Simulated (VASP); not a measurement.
Write the native input for VASP 6.6.1 that does the following.

- Task: relaxation of cell and atoms
- Functional: PBE
- Potentials or basis: VASP PAW PBE potentials, release 64 (Hf_pv)
- Cutoff: 600 eV
- k mesh: 16 × 16 × 16
- Occupations: fermi-dirac, width 0.08 eV
- Spin: no spin polarisation
- Target pressure: 30 GPa
- Dipole correction: no
- Further INCAR settings: ALGO = Normal; EDIFF = 1e-06; IBRION = 2; EDIFFG = -0.005; NSW = 32; ISIF = 3

The structure of Hf lies in POSCAR:

```
Hf
1.0
    0.0000000000      2.0920874482      2.0920874482
    2.0920874482      0.0000000000      2.0920874482
    2.0920874482      2.0920874482      0.0000000000
Hf
1
Direct
    0.0000000000      0.0000000000      0.0000000000
```

These files were run (other wordings do the same):

INCAR

```
SYSTEM = Hf
PREC     = Accurate       ! precision mode
ENCUT    = 600            ! plane-wave cutoff, eV
EDIFF    = 1E-6           ! SCF threshold, eV
ISMEAR   = -1             ! smearing method
SIGMA    = 0.08           ! smearing width, eV
LREAL    = .False.        ! projectors in reciprocal space
LASPH    = .True.         ! aspherical terms in the spheres
NELM     = 80             ! most SCF steps
ALGO     = Normal         ! electronic algorithm
ISIF     = 3              ! what is computed and relaxed
LWAVE    = .False.        ! write WAVECAR
LCHARG   = .False.        ! write CHGCAR
GGA      = PE             ! functional
IBRION   = 2              ! ionic algorithm
NSW      = 32             ! ionic steps
EDIFFG   = -0.005         ! ionic threshold
PSTRESS  = 300.0
```

KPOINTS

```
Automatic mesh
0
Gamma
  16 16 16
  0 0 0
```

Potentials or basis: VASP PAW PBE potentials, release 64 (Hf_pv).

Launch:

```console
$ cat potpaw_PBE.64/Hf_pv/POTCAR > POTCAR
$ mpirun -np 1 vasp_std > vasp.out
```

It gave:

```json
{
  "Relaxed volume": "18.26 Å³/atom",
  "Relaxed cell": "a = 2.956 Å, b = 2.956 Å, c = 2.956 Å, α = 60.00°, β = 60.00°, γ = 60.00°",
  "Space group after relaxing (to 0.05 Å)": "Fm-3m (No. 225)",
  "Energy change on relaxing (the enthalpy is what falls)": "+9.6 meV/atom",
  "Ionic steps": "3",
  "Pressure after relaxing": "30.0 GPa",
  "Band gap on the k mesh": "zero (band 5 reaches 7.70 eV, above the bottom of band 6 at 5.76 eV)"
}
```

Caveat: the cell is relaxed towards a set pressure, so the enthalpy falls and the energy may rise; spin-orbit coupling is left out, which moves the levels of the heavy elements.

Run time: 19 s on 1 thread of Intel(R) Xeon(R) Platinum 8488C (Sapphire Rapids), with other jobs on the host, peak memory 0.16 GiB.
